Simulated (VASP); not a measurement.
Here is a VASP 6.6.1 calculation.

The input INCAR:

```
PREC = Accurate
ENCUT = 520
EDIFF = 1E-6
ISMEAR = 0
SIGMA = 0.05
LREAL = F
LASPH = T
NELM = 100
ALGO = Normal
ISIF = 2
LWAVE = F
LCHARG = F
LDIPOL = T
IDIPOL = 3
DIPOL = 0.5 0.5 0.500
GGA = PE
NBANDS = 21
```

Contents of KPOINTS:

```
regular mesh
0
Gamma
  9 9 1
```

File POSCAR:

```
SiC
1.0
    3.0967389898      0.0000000000      0.0000000000
    0.0000000000      3.0967389898      0.0000000000
    0.0000000000      0.0000000000     19.4743128481
C Si
3 3
Direct
    0.0000000000      0.5000000000      0.3594478560
    0.5000000000      0.0000000000      0.4718895712
    0.0000000000      0.5000000000      0.5833390262
    0.5000000000      0.5000000000      0.4156687136
    0.0000000000      0.0000000000      0.5268284091
    0.5000000000      0.5000000000      0.6403262333
```

Potentials or basis: VASP PAW PBE potentials, release 64 (C, Si).

Command:

```bash
$ cat potpaw_PBE.64/C/POTCAR potpaw_PBE.64/Si/POTCAR > POTCAR
$ mpirun -np 1 vasp_std > vasp.out
```

Q: Predict the band gap on the k mesh.

A: Zero (band 12 reaches -1.35 eV, above the bottom of band 13 at -1.74 eV).

Q: Estimate the largest force.

A: 2.145 eV/Å.

Forces in eV/Å, atoms in the order of the input:
```
C    0.000  0.000  2.002
C    0.000  0.000  0.138
C    0.000  0.000 -0.003
Si   0.000  0.000 -2.145
Si   0.000  0.000  0.008
Si   0.000  0.000  0.000
```
